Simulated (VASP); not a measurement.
A run of VASP 6.6.1 is set up as follows.

Contents of INCAR:

```
SYSTEM = InSb
PREC = Accurate
ENCUT = 520
EDIFF = 1E-6
ISMEAR = 0
SIGMA = 0.05
LREAL = .FALSE.
LASPH = .TRUE.
NELM = 80
ALGO = Normal
ISIF = 2
LWAVE = .FALSE.
LCHARG = .TRUE.
GGA = PE
IVDW = 12
LELF = .TRUE.
LVHAR = .TRUE.
NBANDS = 26
```

The input KPOINTS:

```
Automatic mesh
0
G
  4 4 8
  0 0 0
```

File POSCAR:

```
InSb
1.0
    5.6508500851      0.0000000000      0.0000000000
    0.0000000000      5.6527262314      0.0000000000
    0.0000000000      0.0000000000      3.4268233742
In Sb
2 2
Direct
    0.0000000000      0.0000000000      0.0007039329
    0.5000000000      0.5000000000     -0.0007039329
    0.5000000000      0.0000000000      0.6600467134
    0.0000000000      0.5000000000      0.3399532866
```

Potentials or basis: VASP PAW PBE potentials, release 64 (In_d, Sb).

Run with:

```sh
$ cat potpaw_PBE.64/In_d/POTCAR potpaw_PBE.64/Sb/POTCAR > POTCAR
$ mpirun -np 1 vasp_std > vasp.out
```

**Question.** Estimate the pressure.

**Answer.** -1.3 GPa.

**Question.** What does it give for the band gap on the k mesh?

**Answer.** Zero (band 18 reaches 9.50 eV, above the bottom of band 19 at 6.13 eV).

Forces on the atoms (eV/Å):
```
In   0.000  0.000 -0.001
In   0.000  0.000  0.001
Sb   0.000  0.000  0.024
Sb   0.000  0.000 -0.024
```

Caveat: three body term missing; spin-orbit coupling is left out, which moves the levels of the heavy elements; pairwise dispersion overbinds metals, which lowers pressure and volume.
